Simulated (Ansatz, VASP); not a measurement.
# W in VASP and in Ansatz

```
W
1.0
     0.00000   -1.98627   -1.98627
     0.00000    1.98627   -1.98627
     3.97254    0.00000    0.00000
W
2
Direct
  0.53051 0.46949 0.48288
  0.96949 0.03051 0.01712
```

Change from the starting cell: mode 4 frozen in at -0.121 Å and mode 6 at -0.068 Å (largest displacements).

Alike in both runs: task single point; functional LDA; k mesh 16 × 16 × 12; occupations gaussian, width 0.15 eV; no spin polarisation.

|  | VASP | Ansatz |
| --- | --- | --- |
| version | VASP 6.6.1 | Ansatz 0.2.0 |
| potentials or method | VASP PAW LDA potentials, release 64 (W_sv), cutoff 520 eV | scalar-relativistic, plane waves, PAW |
| valence electrons in the cell | 28 | 28 |

|  | VASP | Ansatz | Ansatz less VASP |
| --- | --- | --- | --- |
| gap on the k mesh at the Fermi level (eV) | none | none | - |
| pressure (GPa) | 8.1 | 6.1 | -2.01 |
| traceless stress, the component that is largest in VASP (GPa) | -4.54 | -4.73 | -0.195 |
| rms of the force components (eV/Å) | 1.112 | 1.074 | -0.0383 |

LDA's correlation is that of Perdew and Zunger in VASP and of Perdew and Wang (1992) in Ansatz. Atom by atom the forces differ by 0.039 eV/Å (rms over components). A gap of «none» marks a metal or a gap that the smearing closes.

Spin-orbit coupling is off throughout.
